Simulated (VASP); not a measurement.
# CdSe (P6_3mc) in VASP: single point with r2SCAN

Aim: the single point of CdSe with r2SCAN.

Program: VASP 6.6.1. These are calculated values, not measurements. Logs are shortened: lines on timing, memory, paths and dates and some standing lists are left out, and cuts for length are marked.

## (1) The cell of the first run

It takes space group P6_3mc (No. 186, hexagonal). Conventional cell: a = 4.300 Å, b = 4.300 Å, c = 7.020 Å, α = 90.00°, β = 90.00°, γ = 120.00°. Cd (site symmetry 3m) has 4 Se at 2.61 to 2.70 Å within 3.4 Å. Se (site symmetry 3m) has 4 Cd at 2.61 to 2.70 Å within 3.4 Å.

## (2) Single point, r2SCAN

The input, POSCAR:

```
CdSe
1.0
    4.3000000000      0.0000000000      0.0000000000
   -2.1500000000      3.7239090000      0.0000000000
    0.0000000000      0.0000000000      7.0200000000
Cd Se
2 2
Direct
    0.3333333333      0.6666666667      0.0000000000
    0.6666666667      0.3333333333      0.5000000000
    0.3333333333      0.6666666667      0.3850000000
    0.6666666667      0.3333333333      0.8850000000
```

The input, INCAR.step1:

```
PREC = Accurate ; ENCUT = 520
ISMEAR = 0 ; SIGMA = 0.01
LREAL = False ; LASPH = True
NELM = 60 ; NBANDS = 26
GGA = PE ; ALGO = Normal
EDIFF = 1E-4 ; LWAVE = True
LCHARG = False
```

The input, INCAR.step2:

```
PREC = Accurate ; ENCUT = 520
EDIFF = 1E-7 ; ISMEAR = 0
SIGMA = 0.01 ; LREAL = False
LASPH = True ; NELM = 60
ALGO = Normal ; ISIF = 2
LWAVE = False ; LCHARG = False
METAGGA = R2SCAN ; LMIXTAU = True
NBANDS = 26 ; ISTART = 1
```

The input, KPOINTS:

```
Automatic mesh
0
Gamma
  6 6 4
```

Potentials or basis: VASP PAW PBE potentials, release 64 (Cd, Se).

The run is started by

```console
> cat potpaw_PBE.64/Cd/POTCAR potpaw_PBE.64/Se/POTCAR > POTCAR
> cp INCAR.step1 INCAR
> mpirun -np 1 vasp_std > vasp.out
> cp INCAR.step2 INCAR
> mpirun -np 1 vasp_std > vasp.out
```

OUTCAR:

```text
PREC = Accurate
   ENCUT = 520
   EDIFF = 1E-7
   ISMEAR = 0
   LREAL = False
   LASPH = True
   NELM = 60
   ISIF = 2
   METAGGA = R2SCAN
   ISTART = 1

 ion  position               nearest neighbor table
   1  0.333  0.667  0.000-   4 2.61   4 2.61   4 2.61   3 2.70
   2  0.667  0.333  0.500-   3 2.61   3 2.61   3 2.61   4 2.70
   3  0.333  0.667  0.385-   2 2.61   2 2.61   2 2.61   1 2.70
   4  0.667  0.333  0.885-   1 2.61   1 2.61   1 2.61   2 2.70

  LATTYP: Found a hexagonal cell.
 ALAT       =     4.3000000000
 C/A-ratio  =     1.6325581395

  Lattice vectors:

 A1 = (   4.3000000000,   0.0000000000,   0.0000000000)
 A2 = (  -2.1500000000,   3.7239090000,   0.0000000000)
 A3 = (   0.0000000000,   0.0000000000,   7.0200000000)

Analysis of symmetry for initial positions (statically):
=====================================================================
 Subroutine PRICEL returns:
 Original cell was already a primitive cell.

 Routine SETGRP: Setting up the symmetry group for a
 hexagonal supercell.

 Subroutine GETGRP returns: Found 12 space group operations
 (whereof  6 operations were pure point group operations)
 out of a pool of 24 trial point group operations.

The static configuration has the point symmetry C_3v.
 The point group associated with its full space group is C_6v.

Analysis of symmetry for dynamics (positions and initial velocities):
=====================================================================
 Subroutine PRICEL returns:
 Original cell was already a primitive cell.

 Routine SETGRP: Setting up the symmetry group for a
 hexagonal supercell.

 Subroutine GETGRP returns: Found 12 space group operations
 (whereof  6 operations were pure point group operations)
 out of a pool of 24 trial point group operations.

The dynamic configuration has the point symmetry C_3v.
 The point group associated with its full space group is C_6v.

 Subroutine INISYM returns: Found 12 space group operations
 (whereof  6 operations are pure point group operations),
 and found     1 'primitive' translations

----------------------------------------------------------------------------------------

                                     Primitive cell

  volume of cell :     112.4099

  direct lattice vectors                    reciprocal lattice vectors
     4.300000000  0.000000000  0.000000000     0.232558140  0.134267513  0.000000000
    -2.150000000  3.723909000  0.000000000     0.000000000  0.268535026  0.000000000
     0.000000000  0.000000000  7.020000000     0.000000000  0.000000000  0.142450142

  length of vectors
     4.300000000  4.299999795  7.020000000     0.268535013  0.268535026  0.142450142

  position of ions in fractional coordinates (direct lattice)
     0.333333333  0.666666667  0.000000000
     0.666666667  0.333333333  0.500000000
     0.333333333  0.666666667  0.385000000
     0.666666667  0.333333333  0.885000000

  ion indices of the primitive-cell ions
   primitive index   ion index
                 1           1
                 2           2
                 3           3
                 4           4

----------------------------------------------------------------------------------------

 KPOINTS: Automatic mesh

Automatic generation of k-mesh.
 Grid dimensions read from file:
 generate k-points for:    6    6    4

 Generating k-lattice:

  Cartesian coordinates                     Fractional coordinates (reciprocal lattice)
     0.038759690  0.022377919  0.000000000     0.166666667  0.000000000  0.000000000
     0.000000000  0.044755838  0.000000000     0.000000000  0.166666667  0.000000000
     0.000000000  0.000000000  0.035612536     0.000000000  0.000000000  0.250000000

  Length of vectors
     0.044755836  0.044755838  0.035612536

  Shift w.r.t. Gamma in fractional coordinates (k-lattice)
     0.000000000  0.000000000  0.000000000

 Subroutine IBZKPT returns following result:
 ===========================================

 Found     21 irreducible k-points:

 Following reciprocal coordinates:
            Coordinates               Weight
  0.000000  0.000000  0.000000      1.000000
  0.166667  0.000000  0.000000      6.000000
  0.333333  0.000000  0.000000      6.000000
  0.500000  0.000000  0.000000      3.000000
  0.166667  0.166667  0.000000      6.000000
  0.333333  0.166667  0.000000     12.000000
[... 13 lines left out ...]
  0.333333  0.166667  0.500000     12.000000
  0.333333  0.333333  0.500000      2.000000
   k-points           NKPTS =     21   k-points in BZ     NKDIM =     21   number of bands    NBANDS=     26
   number of dos      NEDOS =    301   number of ions     NIONS =      4
   total plane-waves  NPLWV =  55296
   dimension x,y,z NGX =    32 NGY =   32 NGZ =   54
   dimension x,y,z NGXF=    64 NGYF=   64 NGZF=  108
   ions per type =               2   2
   NGX,Y,Z   is equivalent  to a cutoff of  12.37, 12.37, 12.79 a.u.
   NGXF,Y,Z  is equivalent  to a cutoff of  24.74, 24.74, 25.58 a.u.
 SYSTEM =  unknown system
   PREC   = accura    normal or accurate (medium, high low for compatibility)
   ISTART =      1    job   : 0-new  1-cont  2-samecut
   ICHARG =      0    charge: 1-file 2-atom 10-const
   ISPIN  =      1    spin polarized calculation?
   LNONCOLLINEAR =      F non collinear calculations
   LSORBIT =      F    spin-orbit coupling
   LASPH  =      T    aspherical Exc in radial PAW
   ENCUT  =  520.0 eV  38.22 Ry    6.18 a.u.   8.00  8.00 13.05*2*pi/ulx,y,z
   NELM   =     60;   NELMIN=  2; NELMDL=  0     # of ELM steps
   EDIFF  = 0.1E-06   stopping-criterion for ELM
   LREAL  =      F    real-space projection
   EDIFFG = 0.1E-05   stopping-criterion for IOM
   NSW    =      0    number of steps for IOM
   IBRION =     -1    ionic relax: 0-MD 1-quasi-New 2-CG
   NFREE  =      0    steps in history (QN), initial steepest desc. (CG)
   ISIF   =      2    stress and relaxation
   ISYM   =      2    0-nonsym 1-usesym 2-fastsym
   POTIM  = 0.5000    time-step for ionic-motion
   TEBEG  =    0.0;   TEEND  =   0.0 temperature during run
   PSTRESS=    0.0 pullay stress
   NELECT =      36.0000    total number of electrons
   NUPDOWN=      -1.0000    fix difference up-down
   EMIN   =  10.00;   EMAX   =-10.00  energy-range for DOS
   EFERMI =   0.00;   METHOD = LEGACY
   ISMEAR =     0;   SIGMA  =   0.01  broadening in eV -4-tet -1-fermi 0-gaus
   EFERMI_NEDOS =   21; number of points for ismear=-14 and -15
   IALGO  =     38    algorithm
   IMIX   =      4    mixing-type and parameters
     AMIX     =   0.40;   BMIX     =  1.00
     AMIX_MAG =   1.60;   BMIX_MAG =  1.00
  volume/ion in A,a.u.               =      28.10       189.64
  Fermi-wavevector in a.u.,A,eV,Ry     =   1.120059  2.116604 17.068938  1.254532
  Thomas-Fermi vector in A             =   2.256702
   LORBIT       =      0    0 simple, 1 ext, 2 COOP (PROOUT), +10 PAW based schemes
   METAGGA = R2SCAN    functional components
   LHFCALC =     F    Hartree Fock is set to
   AEXX    =    0.0000 exact exchange contribution
   IVDW    =     0    specifies the selected vdW correction
   LEPSILON=     F    determine dielectric tensor
   LRPA    =     F    only Hartree local field effects (RPA)
 non-spin polarized calculation
 Gauss-broadening in eV      SIGMA  =   0.01
  energy-cutoff  :      520.00
  volume of cell :      112.41
 maximum number of plane-waves:      3042
 NGX is ok and might be reduce to    32
   NGX = 15   NGY = 15   NGZ = 27

 number of electron      35.9999998 magnetization

 Free energy of the ion-electron system (eV)
  ---------------------------------------------------
  ext. energy  EPLUGINS =         0.00000000
  ---------------------------------------------------
  free energy    TOTEN  =       -71.79099199 eV

  energy without entropy =      -71.79099199  energy(sigma->0) =      -71.79099199

 E-fermi :   0.7122     XC(G=0):  -9.4236

 val. band max:        0.6400934369   @ k =   0.0000   0.0000   0.0000
 cond. band min:       1.8271255912   @ k =   0.0000   0.0000   0.0000
 fundamental gap:      1.1870321543
 Fermi energy:         0.7122032935

 k-point     1 :       0.0000    0.0000    0.0000
  band No.  band energies     occupation
      1     -12.3824      2.00000
      2     -12.0086      2.00000
      3      -7.5282      2.00000
      4      -7.5282      2.00000
      5      -7.4674      2.00000
      6      -7.4673      2.00000
[... 18 lines left out ...]
     25       8.1859      0.00000
     26       8.8105      0.00000

 k-point     2 :       0.1667    0.0000    0.0000
  band No.  band energies     occupation
      1     -12.2964      2.00000
      2     -11.9677      2.00000
      3      -7.4921      2.00000
      4      -7.4763      2.00000
      5      -7.4246      2.00000
      6      -7.4213      2.00000
[... 18 lines left out ...]
     25       8.2961      0.00000
     26       8.8601      0.00000

 k-point     3 :       0.3333    0.0000    0.0000
  band No.  band energies     occupation
      1     -12.1096      2.00000
      2     -11.8976      2.00000
      3      -7.4300      2.00000
      4      -7.4207      2.00000
      5      -7.3289      2.00000
      6      -7.2956      2.00000
[... 18 lines left out ...]
     25       8.9734      0.00000
     26       9.5139      0.00000

 k-point     4 :       0.5000    0.0000    0.0000
  band No.  band energies     occupation
      1     -11.9983      2.00000
      2     -11.8792      2.00000
      3      -7.4067      2.00000
      4      -7.4066      2.00000
      5      -7.2845      2.00000
      6      -7.2253      2.00000
[... 18 lines left out ...]
     25       9.0276      0.00000
     26      10.8659      0.00000

 k-point     5 :       0.1667    0.1667    0.0000
  band No.  band energies     occupation
      1     -12.1592      2.00000
      2     -11.9129      2.00000
      3      -7.4498      2.00000
      4      -7.4199      2.00000
      5      -7.3516      2.00000
      6      -7.3422      2.00000
[... 18 lines left out ...]
     25       9.0162      0.00000
     26       9.2953      0.00000

 k-point     6 :       0.3333    0.1667    0.0000
  band No.  band energies     occupation
      1     -12.0000      2.00000
      2     -11.8793      2.00000
      3      -7.4240      2.00000
      4      -7.3706      2.00000
      5      -7.2905      2.00000
      6      -7.2582      2.00000
[... 340 lines left out ...]
 k-point    18 :       0.5000    0.0000    0.5000
  band No.  band energies     occupation
      1     -11.9317      2.00000
      2     -11.9317      2.00000
      3      -7.3693      2.00000
      4      -7.3693      2.00000
      5      -7.3425      2.00000
      6      -7.3425      2.00000
[... 18 lines left out ...]
     25       9.2725      0.00000
     26       9.2725      0.00000

 k-point    19 :       0.1667    0.1667    0.5000
  band No.  band energies     occupation
      1     -12.0309      2.00000
      2     -12.0309      2.00000
      3      -7.4092      2.00000
      4      -7.4092      2.00000
      5      -7.3770      2.00000
      6      -7.3770      2.00000
[... 18 lines left out ...]
     25       8.7644      0.00000
     26       8.7644      0.00000

 k-point    20 :       0.3333    0.1667    0.5000
  band No.  band energies     occupation
      1     -11.9326      2.00000
      2     -11.9326      2.00000
      3      -7.3593      2.00000
      4      -7.3593      2.00000
      5      -7.3388      2.00000
      6      -7.3388      2.00000
[... 18 lines left out ...]
     25       9.2004      0.00000
     26       9.2004      0.00000

 k-point    21 :       0.3333    0.3333    0.5000
  band No.  band energies     occupation
      1     -11.9007      2.00000
      2     -11.9007      2.00000
      3      -7.3387      2.00000
      4      -7.3387      2.00000
      5      -7.3266      2.00000
      6      -7.3266      2.00000
[... 18 lines left out ...]
     25      10.0887      0.00000
     26      10.1000      0.00000

------------------------ aborting loop because EDIFF is reached ----------------------------------------

  FORCE on cell =-STRESS in cart. coord.  units (eV):
  Direction    XX          YY          ZZ          XY          YZ          ZX
  --------------------------------------------------------------------------------------
  -------------------------------------------------------------------------------------
  Total        1.7945058      1.7945056      0.3041789      0.0000000      0.0000000      0.0000000
  in kB       25.5770723     25.5770691      4.3354586      0.0000000      0.0000000      0.0000000
  external PRESSURE =      18.4965333 kB  Pullay stress =       0.0000000 kB

 VOLUME and BASIS-vectors are now :
 -----------------------------------------------------------------------------
  energy-cutoff  :      520.00
  volume of cell :      112.41
      direct lattice vectors                 reciprocal lattice vectors
     4.300000000  0.000000000  0.000000000     0.232558140  0.134267513  0.000000000
    -2.150000000  3.723909000  0.000000000     0.000000000  0.268535026  0.000000000
     0.000000000  0.000000000  7.020000000     0.000000000  0.000000000  0.142450142

 POSITION                                       TOTAL-FORCE (eV/Angst)
 -----------------------------------------------------------------------------------
     -0.00000      2.48261      0.00000         0.000000      0.000000      0.287308
      2.15000      1.24130      3.51000         0.000000     -0.000000      0.287308
     -0.00000      2.48261      2.70270        -0.000000      0.000000     -0.287308
      2.15000      1.24130      6.21270         0.000000      0.000000     -0.287308
 -----------------------------------------------------------------------------------
    total drift:                               -0.000000     -0.000000      0.002983

  FREE ENERGIE OF THE ION-ELECTRON SYSTEM (eV)
  ---------------------------------------------------
  free  energy   TOTEN  =       -71.7909919876 eV

  energy  without entropy=      -71.7909919876  energy(sigma->0) =      -71.79099199
```

Run time: 4 min. Hardware: 1 thread of Intel Xeon Platinum 8259CL at 2.50GHz (Skylake/Cascade Lake), shared host; peak memory 0.26 GiB.

Results:

* Free energy: -71.7910 eV
* Pressure: 1.8 GPa
* Largest force: 0.287 eV/Å
* Band gap on the k mesh: 1.19 eV

Forces on the atoms (eV/Å):
```
Cd   0.000  0.000  0.287
Cd   0.000  0.000  0.287
Se   0.000  0.000 -0.287
Se   0.000  0.000 -0.287
```

Caveat: the PAW data sets were made with another functional, which shifts forces and pressure a little. r2SCAN opens gaps a little over a GGA but as a rule still falls short of measured ones.
